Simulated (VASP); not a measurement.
Input of a VASP 6.6.1 run:

File INCAR:

```
SYSTEM = GaSb3
  PREC = Accurate
  ENCUT = 520
  EDIFF = 1E-6
  ISMEAR = 0
  SIGMA = 0.15
  LREAL = .FALSE.
  LASPH = .TRUE.
  NELM = 100
  ALGO = Normal
  ISIF = 2
  LWAVE = .FALSE.
  LCHARG = .TRUE.
  GGA = PS
  LELF = .TRUE.
  LVHAR = .TRUE.
  NBANDS = 22
```

Contents of KPOINTS:

```
Automatic mesh
0
G
  10 10 10
  0 0 0
```

File POSCAR:

```
GaSb3
1.0
   -0.1458668159      3.6466703981      3.3793694579
    3.5008035822      0.0000000000      3.2335026420
    3.6466703981      3.6466703981     -0.1458668159
Ga Sb
1 3
Direct
    0.0000000000      0.0000000000      0.0000000000
    0.2500000000      0.2500000000      0.2500000000
    0.7500000000      0.7500000000      0.7500000000
    0.5000000000      0.5000000000      0.5000000000
```

Potentials or basis: VASP PAW PBE potentials, release 64 (Ga_d, Sb).

Launch:

```sh
$ cat potpaw_PBE.64/Ga_d/POTCAR potpaw_PBE.64/Sb/POTCAR > POTCAR
$ mpirun -np 1 vasp_std > vasp.out
```

What does it give for the largest force?

0.302 eV/Å.

What does it give for the band gap on the k mesh?

Zero (band 14 reaches 10.93 eV, above the bottom of band 15 at 6.86 eV).

Estimate the pressure.

6.9 GPa.

Stress tensor (GPa, compression positive):
```
6.26 0.00 2.31
0.00 7.00 0.00
2.31 0.00 7.45
```

Caveat: the cell differs from its parent crystal (engineering shear strain xz -0.0800, normal strain along z -0.0733); the PAW data sets were made with another functional, which shifts forces and pressure a little; spin-orbit coupling is left out, which moves the levels of the heavy elements.
